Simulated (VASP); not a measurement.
# Ge (Fd-3m) in VASP: further runs

Ge is run at these levels: PBE; tasks: single point.

Program: VASP 6.6.1. These are calculated values, not measurements. Logs are shortened: lines on timing, memory, paths and dates and some standing lists are left out, and cuts for length are marked.

### 1 The cell of the first run

The structure is cubic, space group Fd-3m (No. 227). Conventional cell: a = 5.658 Å, b = 5.658 Å, c = 5.658 Å, α = 90.00°, β = 90.00°, γ = 90.00°. Ge (site symmetry -43m) has 4 Ge at 2.45 Å within 3.2 Å.

### 2 Single point, PBE

INCAR reads:

```
SYSTEM = Ge
PREC     = Accurate       ! precision mode
ENCUT    = 520            ! plane-wave cutoff, eV
EDIFF    = 1E-7           ! SCF threshold, eV
ISMEAR   = 0              ! smearing method
SIGMA    = 0.027000000000000003 ! smearing width, eV
LREAL    = .False.        ! projectors in reciprocal space
LASPH    = .True.         ! aspherical terms in the spheres
NELM     = 100            ! most SCF steps
ALGO     = Normal         ! electronic algorithm
ISIF     = 2              ! what is computed and relaxed
LWAVE    = .False.        ! write WAVECAR
LCHARG   = .True.         ! write CHGCAR
GGA      = PE             ! functional
LELF     = .True.         ! ELF
LVHAR    = .True.       
NBANDS   = 21             ! bands
```

KPOINTS reads:

```
Automatic mesh
0
Gamma
  8 8 8
  0 0 0
```

POSCAR reads:

```
Ge
1.0
    0.0000000000      2.8289100000      2.8289100000
    2.8289100000      0.0000000000      2.8289100000
    2.8289100000      2.8289100000      0.0000000000
Ge
2
Direct
    0.7500000000      0.7500000000      0.7500000000
    0.5000000000      0.5000000000      0.5000000000
```

Potentials or basis: VASP PAW PBE potentials, release 64 (Ge_d).

Started as:

```bash
cat potpaw_PBE.64/Ge_d/POTCAR > POTCAR
mpirun -np 1 vasp_std > vasp.out
```

OUTCAR:

```text
SYSTEM = Ge
   PREC = Accurate
   ENCUT = 520
   EDIFF = 1E-7
   ISMEAR = 0
   LREAL = .False.
   LASPH = .True.
   NELM = 100
   ISIF = 2
   GGA = PE

 ion  position               nearest neighbor table
   1  0.750  0.750  0.750-   2 2.45   2 2.45   2 2.45   2 2.45
   2  0.500  0.500  0.500-   1 2.45   1 2.45   1 2.45   1 2.45

  LATTYP: Found a face centered cubic cell.
 ALAT       =     5.6578200000

  Lattice vectors:

 A1 = (   0.0000000000,   2.8289100000,   2.8289100000)
 A2 = (   2.8289100000,   0.0000000000,   2.8289100000)
 A3 = (   2.8289100000,   2.8289100000,   0.0000000000)

Analysis of symmetry for initial positions (statically):
=====================================================================
 Subroutine PRICEL returns:
 Original cell was already a primitive cell.

 Routine SETGRP: Setting up the symmetry group for a
 face centered cubic supercell.

 Subroutine GETGRP returns: Found 48 space group operations
 (whereof 24 operations were pure point group operations)
 out of a pool of 48 trial point group operations.

The static configuration has the point symmetry T_d .
 The point group associated with its full space group is O_h .

Analysis of symmetry for dynamics (positions and initial velocities):
=====================================================================
 Subroutine PRICEL returns:
 Original cell was already a primitive cell.

 Routine SETGRP: Setting up the symmetry group for a
 face centered cubic supercell.

 Subroutine GETGRP returns: Found 48 space group operations
 (whereof 24 operations were pure point group operations)
 out of a pool of 48 trial point group operations.

The dynamic configuration has the point symmetry T_d .
 The point group associated with its full space group is O_h .

 Subroutine INISYM returns: Found 48 space group operations
 (whereof 24 operations are pure point group operations),
 and found     1 'primitive' translations

----------------------------------------------------------------------------------------

                                     Primitive cell

  volume of cell :      45.2780

  direct lattice vectors                    reciprocal lattice vectors
     0.000000000  2.828910000  2.828910000    -0.176746521  0.176746521  0.176746521
     2.828910000  0.000000000  2.828910000     0.176746521 -0.176746521  0.176746521
     2.828910000  2.828910000  0.000000000     0.176746521  0.176746521 -0.176746521

  length of vectors
     4.000682889  4.000682889  4.000682889     0.306133954  0.306133954  0.306133954

  position of ions in fractional coordinates (direct lattice)
[... 79 lines left out ...]
   EDIFF  = 0.1E-06   stopping-criterion for ELM
   LREAL  =      F    real-space projection
   EDIFFG = 0.1E-05   stopping-criterion for IOM
   NSW    =      0    number of steps for IOM
   IBRION =     -1    ionic relax: 0-MD 1-quasi-New 2-CG
   NFREE  =      0    steps in history (QN), initial steepest desc. (CG)
   ISIF   =      2    stress and relaxation
   ISYM   =      2    0-nonsym 1-usesym 2-fastsym
   POTIM  = 0.5000    time-step for ionic-motion
   TEBEG  =    0.0;   TEEND  =   0.0 temperature during run
   PSTRESS=    0.0 pullay stress
   NELECT =      28.0000    total number of electrons
   NUPDOWN=      -1.0000    fix difference up-down
   EMIN   =  10.00;   EMAX   =-10.00  energy-range for DOS
   EFERMI =   0.00;   METHOD = LEGACY
   ISMEAR =     0;   SIGMA  =   0.03  broadening in eV -4-tet -1-fermi 0-gaus
   EFERMI_NEDOS =   21; number of points for ismear=-14 and -15
   IALGO  =     38    algorithm
   IMIX   =      4    mixing-type and parameters
     AMIX     =   0.40;   BMIX     =  1.00
     AMIX_MAG =   1.60;   BMIX_MAG =  1.00
  volume/ion in A,a.u.               =      22.64       152.78
  Fermi-wavevector in a.u.,A,eV,Ry     =   1.394756  2.635708 26.468033  1.945346
  Thomas-Fermi vector in A             =   2.518275
   LORBIT       =      0    0 simple, 1 ext, 2 COOP (PROOUT), +10 PAW based schemes
   GGA     = PE    functional components
   LHFCALC =     F    Hartree Fock is set to
   AEXX    =    0.0000 exact exchange contribution
   IVDW    =     0    specifies the selected vdW correction
   LEPSILON=     F    determine dielectric tensor
   LRPA    =     F    only Hartree local field effects (RPA)
 non-spin polarized calculation
 Gauss-broadening in eV      SIGMA  =   0.03
  energy-cutoff  :      520.00
  volume of cell :       45.28
 maximum number of plane-waves:      1243
 NGX is ok and might be reduce to    30
   NGX = 15   NGY = 15   NGZ = 15

 number of electron      28.0000022 magnetization

 Free energy of the ion-electron system (eV)
  ---------------------------------------------------
  ext. energy  EPLUGINS =         0.00000000
  ---------------------------------------------------
  free energy    TOTEN  =        -8.99885640 eV

  energy without entropy =       -8.99879149  energy(sigma->0) =       -8.99882395

 E-fermi :   5.0191     XC(G=0):  -9.9229

 val. band max:        4.9945690208   @ k =   0.0000   0.0000   0.0000
 cond. band min:       5.0292334954   @ k =   0.0000   0.0000   0.0000
 fundamental gap:      0.0346644747
 Fermi energy:         5.0191080684

 k-point     1 :       0.0000    0.0000    0.0000
  band No.  band energies     occupation
      1     -19.8207      2.00000
      2     -19.8207      2.00000
      3     -19.8207      2.00000
      4     -19.7846      2.00000
      5     -19.7846      2.00000
      6     -19.5740      2.00000
[... 565 lines left out ...]
     20      15.9593      0.00000
     21      16.4688      0.00000

 [... further k-points ...]

------------------------ aborting loop because EDIFF is reached ----------------------------------------

  FORCE on cell =-STRESS in cart. coord.  units (eV):
  Direction    XX          YY          ZZ          XY          YZ          ZX
  --------------------------------------------------------------------------------------
  -------------------------------------------------------------------------------------
  Total        0.9951769      0.9951769      0.9951769     -0.0000000      0.0000000     -0.0000000
  in kB       35.2146598     35.2146598     35.2146598     -0.0000000      0.0000000     -0.0000000
  external PRESSURE =      35.2146598 kB  Pullay stress =       0.0000000 kB

 VOLUME and BASIS-vectors are now :
 -----------------------------------------------------------------------------
  energy-cutoff  :      520.00
  volume of cell :       45.28
      direct lattice vectors                 reciprocal lattice vectors
     0.000000000  2.828910000  2.828910000    -0.176746521  0.176746521  0.176746521
     2.828910000  0.000000000  2.828910000     0.176746521 -0.176746521  0.176746521
     2.828910000  2.828910000  0.000000000     0.176746521  0.176746521 -0.176746521

 POSITION                                       TOTAL-FORCE (eV/Angst)
 -----------------------------------------------------------------------------------
      4.24336      4.24336      4.24336        -0.000000     -0.000000     -0.000000
      2.82891      2.82891      2.82891         0.000000      0.000000      0.000000
 -----------------------------------------------------------------------------------
    total drift:                                0.000000     -0.000000     -0.000000

  FREE ENERGIE OF THE ION-ELECTRON SYSTEM (eV)
  ---------------------------------------------------
  free  energy   TOTEN  =        -8.9988564047 eV

  energy  without entropy=       -8.9987914889  energy(sigma->0) =       -8.99882395
```

stdout:

```text
POSCAR found type information on POSCAR Ge
 POSCAR found :  1 types and       2 ions
 scaLAPACK will be used
 LDA part: xc-table for (Slater+PW92), standard interpolation
 POSCAR, INCAR and KPOINTS ok, starting setup
 FFT: planning ... GRIDC
 FFT: planning ... GRID_SOFT
 FFT: planning ... GRID
 WAVECAR not read
 entering main loop
```

It took 42 s on 1 thread of AMD EPYC 7R43 (Zen 3), shared host; peak memory 0.13 GiB.

What came out:

```
Free energy            : -8.9989 eV
Pressure               : 3.5 GPa
Band gap on the k mesh : 0.03 eV, direct
```

### 3 Single point, PBE

INCAR reads:

```
PREC = Accurate
ENCUT = 520
EDIFF = 1E-6
ISMEAR = -1
SIGMA = 0.05
LREAL = F
LASPH = T
NELM = 60
ALGO = Normal
ISIF = 2
LWAVE = F
LCHARG = F
GGA = PE
NBANDS = 21
```

KPOINTS reads:

```
regular mesh
0
Gamma
  8 8 8
```

POSCAR is that of step 2.

Potentials or basis: VASP PAW PBE potentials, release 64 (Ge_d).

Started as:

```bash
cat potpaw_PBE.64/Ge_d/POTCAR > POTCAR
mpirun -np 1 vasp_std > vasp.out
```

Run time: 13 s. Hardware: 1 thread of AMD EPYC 9R45 (Zen 5), shared host; peak memory 0.14 GiB.

Results (log left out):

| Property | Result |
| --- | --- |
| Free energy | -8.9992 eV |
| Pressure | 3.5 GPa |

Levels at points of the mesh, in eV from the Fermi level:
```tsv
k point	band 12	band 13	band 14	band 15	band 16	band 17
(0.00, 0.00, 0.00)	-0.05	-0.05	-0.05	-0.01	2.51	2.51
(0.50, 0.00, 0.00)	-7.64	-1.45	-1.45	0.14	3.70	3.70
(0.50, 0.50, 0.00)	-8.93	-3.12	-3.12	0.71	0.71	9.47
```

### 4 Single point, PBE (volume scaled by 0.94)

INCAR reads:

```
SYSTEM = Ge
  PREC = Accurate
  ENCUT = 520
  EDIFF = 1E-7
  ISMEAR = -1
  SIGMA = 0.05
  LREAL = .False.
  LASPH = .True.
  NELM = 80
  ALGO = Normal
  ISIF = 2
  LWAVE = .False.
  LCHARG = .False.
  GGA = PE
  NBANDS = 21
```

KPOINTS reads:

```
Automatic mesh
0
Gamma
  8 8 8
  0 0 0
```

POSCAR reads:

```
Ge
1.0
    0.0000000000      2.7711609388      2.7711609388
    2.7711609388      0.0000000000      2.7711609388
    2.7711609388      2.7711609388      0.0000000000
Ge
2
Direct
    0.7500000000      0.7500000000      0.7500000000
    0.5000000000      0.5000000000      0.5000000000
```

Started as:

```bash
cat potpaw_PBE.64/Ge_d/POTCAR > POTCAR
mpirun -np 1 vasp_std > vasp.out
```

It took 13 s on 1 thread of Intel Xeon Platinum 8559C (Emerald Rapids), shared host; peak memory 0.17 GiB.

It converged, with:

```
Free energy            : -8.8953 eV
Pressure               : 9.0 GPa
Band gap on the k mesh : 0.38 eV, indirect (least direct gap 0.61 eV)
```

Levels at points of the mesh, in eV from the valence-band top:
```csv
k point,band 10,band 11,band 12,band 13,band 14,band 15,band 16,band 17,band 18,band 19
"(0.00, 0.00, 0.00)",-24.61,-13.26,0.00,0.00,0.00,0.61,2.58,2.58,2.58,6.57
"(0.50, 0.00, 0.00)",-24.58,-11.01,-7.90,-1.50,-1.50,0.38,3.77,3.77,7.15,10.98
"(0.50, 0.50, 0.00)",-24.56,-9.13,-9.13,-3.30,-3.30,0.67,0.67,10.04,10.04,12.25
```

### 5 Overview

```csv
cell,smearing,gap on the mesh (eV),pressure (GPa)
"a = 4.001 Å, angles 60.0°, 2 atoms",gaussian 0.027 eV,0.03,3.5
"a = 4.001 Å, angles 60.0°, 2 atoms",fermi-dirac 0.05 eV,-,3.5
"a = 3.919 Å, angles 60.0°, 2 atoms",fermi-dirac 0.05 eV,0.38,9.0
```

Alike in all rows: task single point; level PBE; potentials or basis VASP PAW PBE potentials, release 64 (Ge_d); no spin polarisation; k mesh 8 × 8 × 8; cutoff (eV) 520.

Absolute energies hang on the potentials; compare differences alone.
